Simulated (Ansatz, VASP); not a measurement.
**One calculation of LiF, two programs**

```
CELL_PARAMETERS angstrom
0.00000 1.99707 1.99707
1.99707 0.00000 1.99707
1.99707 1.99707 0.00000
ATOMIC_POSITIONS crystal
Li 0.00000 0.00000 0.00000
F 0.50000 0.50000 0.50000
```

Change from the starting cell: volume scaled by 0.975.

Alike in both runs: task single point; functional LDA; k mesh 10 × 10 × 10; occupations fermi-dirac, width 0.03 eV; no spin polarisation.

|  | VASP | Ansatz |
| --- | --- | --- |
| version | VASP 6.6.1 | Ansatz 0.2.0 |
| potentials or method | VASP PAW LDA potentials, release 64 (Li_sv, F), cutoff 520 eV | all-electron LAPW, scalar-relativistic |

Ansatz gave:

| Property | Result |
| --- | --- |
| gap on the k mesh at the Fermi level (eV) | 9.05 |

Question: Which values does VASP return?

Answer: gap on the k mesh at the Fermi level (eV): 9.07.

LDA's correlation is that of Perdew and Zunger in VASP and of Perdew and Wang (1992) in Ansatz. Ansatz ran all-electron here, and VASP with PAW potentials.

Noted on VASP's run: the cutoff is short for stress, so the pressure is rough.
